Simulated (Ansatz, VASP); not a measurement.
**One calculation of WSe2, two programs**

```
W Se
1.0
     3.29721    0.00000    0.00000
    -1.64861    2.85547    0.00000
     0.00000    0.00000    7.18427
W Se
1 2
Cartesian
  0.0000 0.0000 0.0000
  0.0000 1.9036 1.6662
  0.0000 1.9036 5.5181
```

Alike in both runs: task single point; functional r2SCAN; k mesh 12 × 12 × 4; no spin polarisation.

|  | VASP | Ansatz |
| --- | --- | --- |
| version | VASP 6.6.1 | Ansatz 0.2.0 |
| potentials or method | VASP PAW PBE potentials, release 64 (W_sv, Se) | plane waves, PAW |
| plane-wave cutoff (eV) | 520 | 500 |
| occupations | gaussian, width 0.01 eV | fixed |
| valence electrons in the cell | 26 | 46 |

Ansatz gave:

```
gap on the k mesh at the Fermi level (eV)                     : 1.50
pressure (GPa)                                                : 1.1
traceless stress, the component that is largest in VASP (GPa) : -0.16
rms of the force components (eV/Å)                            : 0.011
```

Q: What did VASP give for the same quantities?

A: gap on the k mesh at the Fermi level (eV): 1.49; pressure (GPa): 1.5; traceless stress, the component that is largest in VASP (GPa): -0.12; rms of the force components (eV/Å): 0.010.

VASP's potentials were made for PBE, not for r2SCAN. Atom by atom the forces differ by 0.022 eV/Å (rms over components). VASP's potentials hold 26 valence electrons a cell and Ansatz's 46, so a difference there can come from the potentials and not from the codes.

Spin-orbit coupling is off throughout.
